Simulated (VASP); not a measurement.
# CaF2: single point with PBEsol

CaF2:

```xyz
3
Lattice="0.0000 2.8094 2.8094 2.8094 0.0000 2.8094 2.8094 2.8094 0.0000" Properties=species:S:1:pos:R:3 pbc="T T T"
Ca    0.0000    0.0000    0.0000
F     4.2141    4.2141    4.2141
F     1.4047    1.4047    1.4047
```

```json
{
 "Program": "VASP 6.6.1",
 "Task": "single point",
 "Functional": "PBEsol",
 "Potentials or basis": "VASP PAW PBE potentials, release 64 (Ca_sv, F)",
 "Cutoff": "600 eV",
 "k mesh": "8 × 8 × 8",
 "Occupations": "tetrahedron",
 "Spin": "no spin polarisation"
}
```

```json
{
 "Pressure": "-7.2 GPa",
 "Band gap on the k mesh": "6.63 eV (least direct gap 6.87 eV)"
}
```

Levels at points of the mesh, in eV from the valence-band top:
| k point | band 9 | band 10 | band 11 | band 12 | band 13 | band 14 | band 15 | band 16 |
| --- | --- | --- | --- | --- | --- | --- | --- | --- |
| (0.00, 0.00, 0.00) | -1.89 | -0.24 | -0.24 | -0.24 | 6.63 | 8.79 | 8.79 | 10.57 |
| (0.50, 0.00, 0.00) | -1.21 | -1.15 | -0.79 | -0.79 | 8.97 | 8.97 | 9.16 | 10.13 |
| (0.50, 0.50, 0.00) | -1.54 | -0.32 | -0.32 | 0.00 | 7.79 | 8.99 | 9.62 | 10.30 |

Run time: 10 s on 1 thread of Intel(R) Xeon(R) 6975P-C (Granite Rapids) (shared host), peak memory 0.18 GiB.

Caveat: the cell stands under tension; the PAW data sets were made with another functional, which shifts forces and pressure a little. A k mesh can miss the band edges.
